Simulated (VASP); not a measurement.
# ZnO (P6_3mc) in VASP: further runs, part 2 of 2

VASP 6.6.1. The steps go on from the part before.

## 7. Single point, r2SCAN (atoms displaced along a vibrational mode)

The input, POSCAR:

```
ZnO
1.0
    3.2309097002      0.0000000000      0.0000000000
   -1.6154548501      2.7980498777      0.0000000000
    0.0000000000      0.0000000000      5.2156080707
Zn O
2 2
Direct
    0.3333333333      0.6666666667     -0.0438675048
    0.6666666667      0.3333333333      0.4561324952
    0.3333333333      0.6666666667      0.4258675048
    0.6666666667      0.3333333333      0.9258675048
```

The input, INCAR.step1:

```
SYSTEM = ZnO
PREC     = Accurate       ! precision mode
ENCUT    = 520            ! plane-wave cutoff, eV
ISMEAR   = 0              ! smearing method
SIGMA    = 0.01           ! smearing width, eV
LREAL    = .False.        ! projectors in reciprocal space
LASPH    = .True.         ! aspherical terms in the spheres
NELM     = 100            ! most SCF steps
NBANDS   = 26             ! bands
GGA      = PE             ! functional
ALGO     = Normal         ! electronic algorithm
EDIFF    = 1E-4           ! SCF threshold, eV
LWAVE    = .True.         ! write WAVECAR
LCHARG   = .False.        ! write CHGCAR
```

The input, INCAR.step2:

```
SYSTEM = ZnO
PREC     = Accurate       ! precision mode
ENCUT    = 520            ! plane-wave cutoff, eV
EDIFF    = 1E-6           ! SCF threshold, eV
ISMEAR   = 0              ! smearing method
SIGMA    = 0.01           ! smearing width, eV
LREAL    = .False.        ! projectors in reciprocal space
LASPH    = .True.         ! aspherical terms in the spheres
NELM     = 100            ! most SCF steps
ALGO     = Normal         ! electronic algorithm
ISIF     = 2              ! what is computed and relaxed
LWAVE    = .False.        ! write WAVECAR
LCHARG   = .True.         ! write CHGCAR
METAGGA  = R2SCAN         ! meta-GGA
LMIXTAU  = .True.       
LELF     = .True.         ! ELF
LVHAR    = .True.       
NBANDS   = 26             ! bands
ISTART   = 1
```

The input, KPOINTS:

```
regular mesh
0
Gamma
  9 9 6
  0 0 0
```

Potentials or basis: VASP PAW PBE potentials, release 64 (Zn, O).

Run with:

```sh
$ cat potpaw_PBE.64/Zn/POTCAR potpaw_PBE.64/O/POTCAR > POTCAR
$ cp INCAR.step1 INCAR
$ mpirun -np 1 vasp_std > vasp.out
$ cp INCAR.step2 INCAR
$ mpirun -np 1 vasp_std > vasp.out
```

OUTCAR:

```text
SYSTEM = ZnO
   PREC = Accurate
   ENCUT = 520
   EDIFF = 1E-6
   ISMEAR = 0
   LREAL = .False.
   LASPH = .True.
   NELM = 100
   ISIF = 2
   METAGGA = R2SCAN
   ISTART = 1

 ion  position               nearest neighbor table
   1  0.333  0.667  0.956-   4 1.87   4 1.87   4 1.87   3 2.45
   2  0.667  0.333  0.456-   3 1.87   3 1.87   3 1.87   4 2.45
   3  0.333  0.667  0.426-   2 1.87   2 1.87   2 1.87   1 2.45
   4  0.667  0.333  0.926-   1 1.87   1 1.87   1 1.87   2 2.45

  LATTYP: Found a hexagonal cell.
 ALAT       =     3.2309097002
 C/A-ratio  =     1.6142846921

  Lattice vectors:

 A1 = (   3.2309097002,   0.0000000000,   0.0000000000)
 A2 = (  -1.6154548501,   2.7980498777,   0.0000000000)
 A3 = (   0.0000000000,   0.0000000000,   5.2156080707)

Analysis of symmetry for initial positions (statically):
=====================================================================
 Subroutine PRICEL returns:
 Original cell was already a primitive cell.

 Routine SETGRP: Setting up the symmetry group for a
 hexagonal supercell.

 Subroutine GETGRP returns: Found 12 space group operations
[... 165 lines left out ...]
  ext. energy  EPLUGINS =         0.00000000
  ---------------------------------------------------
  free energy    TOTEN  =       -35.79607424 eV

  energy without entropy =      -35.79607424  energy(sigma->0) =      -35.79607424

 E-fermi :   1.2917     XC(G=0): -11.6964

 val. band max:        1.1434009572   @ k =   0.0000   0.0000   0.0000
 cond. band min:       2.4514000592   @ k =   0.0000   0.0000   0.0000
 fundamental gap:      1.3079991020
 Fermi energy:         1.2916557107

 k-point     1 :       0.0000    0.0000    0.0000
  band No.  band energies     occupation
      1     -18.3518      2.00000
      2     -17.7152      2.00000
      3      -5.4480      2.00000
      4      -5.4479      2.00000
      5      -5.4144      2.00000
      6      -5.4143      2.00000
[... 685 lines left out ...]
     25      14.7187      0.00000
     26      16.6296      0.00000

 [... further k-points ...]
[... 5 lines left out ...]
  --------------------------------------------------------------------------------------
  -------------------------------------------------------------------------------------
  Total        4.3980489      4.3980489     -1.2956083      0.0000000      0.0000000     -0.0000000
  in kB      149.4463850    149.4463850    -44.0249731      0.0000000      0.0000000     -0.0000000
  external PRESSURE =      84.9559323 kB  Pullay stress =       0.0000000 kB

 VOLUME and BASIS-vectors are now :
 -----------------------------------------------------------------------------
  energy-cutoff  :      520.00
  volume of cell :       47.15
      direct lattice vectors                 reciprocal lattice vectors
     3.230909700  0.000000000  0.000000000     0.309510352  0.178695885  0.000000000
    -1.615454850  2.798049878  0.000000000     0.000000000  0.357391771  0.000000000
     0.000000000  0.000000000  5.215608071     0.000000000  0.000000000  0.191732198

 POSITION                                       TOTAL-FORCE (eV/Angst)
 -----------------------------------------------------------------------------------
     -0.00000      1.86537      4.98681         0.000000      0.000000      0.401351
      1.61545      0.93268      2.37901        -0.000000      0.000000      0.401351
     -0.00000      1.86537      2.22116         0.000000      0.000000     -0.401351
      1.61545      0.93268      4.82896         0.000000      0.000000     -0.401351
 -----------------------------------------------------------------------------------
    total drift:                               -0.000000     -0.000001     -0.021749

  FREE ENERGIE OF THE ION-ELECTRON SYSTEM (eV)
  ---------------------------------------------------
  free  energy   TOTEN  =       -35.7960742422 eV

  energy  without entropy=      -35.7960742422  energy(sigma->0) =      -35.79607424
```

Wall time 1.7 min (1 thread of Intel Xeon 6975P-C (Granite Rapids), shared host); peak memory 0.19 GiB.

Results:

- Free energy: -35.7961 eV
- Pressure: 8.5 GPa
- Largest force: 0.401 eV/Å
- Band gap on the k mesh: 1.31 eV

Forces in eV/Å, atoms in the order of the input:
```
Zn   0.000  0.000  0.401
Zn   0.000  0.000  0.401
O    0.000  0.000 -0.401
O    0.000  0.000 -0.401
```

Stress tensor (GPa, compression positive):
```
14.94  0.00  0.00
 0.00 14.94  0.00
 0.00  0.00 -4.40
```

Levels at points of the mesh, in eV from the valence-band top:
```csv
k point,band 14,band 15,band 16,band 17,band 18,band 19,band 20,band 21,band 22,band 23
"(0.00, 0.00, 0.00)",-1.28,-0.34,-0.34,0.00,0.00,1.31,5.41,8.44,13.46,13.46
"(0.00, 0.00, 0.50)",-2.85,-0.17,-0.17,-0.17,-0.17,3.74,3.74,10.39,10.39,13.73
```

Caveat: the cell differs from its parent crystal (atoms displaced along a vibrational mode); the cell stands under pressure; the PAW data sets were made with another functional, which shifts forces and pressure a little; an odd mesh through Γ misses points on the zone boundary, where band edges can lie.

## 8. The runs side by side

```csv
cell,gap on the mesh (eV),pressure (GPa),largest force (eV/Å)
"as given, atomic positions A",1.24,1.3,0.02
"as given, atomic positions B",1.23,1.9,0.50
"as given, atomic positions C",1.25,3.6,0.67
"as given, atomic positions D",1.27,5.3,0.70
"as given, atomic positions E",1.29,7.0,0.60
"as given, atomic positions F",1.31,8.5,0.40
```

Alike in all rows: task single point; level r2SCAN; potentials or basis VASP PAW PBE potentials, release 64 (Zn, O); no spin polarisation; k mesh 9 × 9 × 6; cutoff (eV) 520; smearing gaussian 0.01 eV.

Caveats: the PAW data sets were made with another functional, which shifts forces and pressure a little; the cell stands under pressure (at least some runs); an odd mesh through Γ misses points on the zone boundary, where band edges can lie (at least some runs).

Total energies depend on the potentials used, so only differences within one code and one set of settings carry meaning.
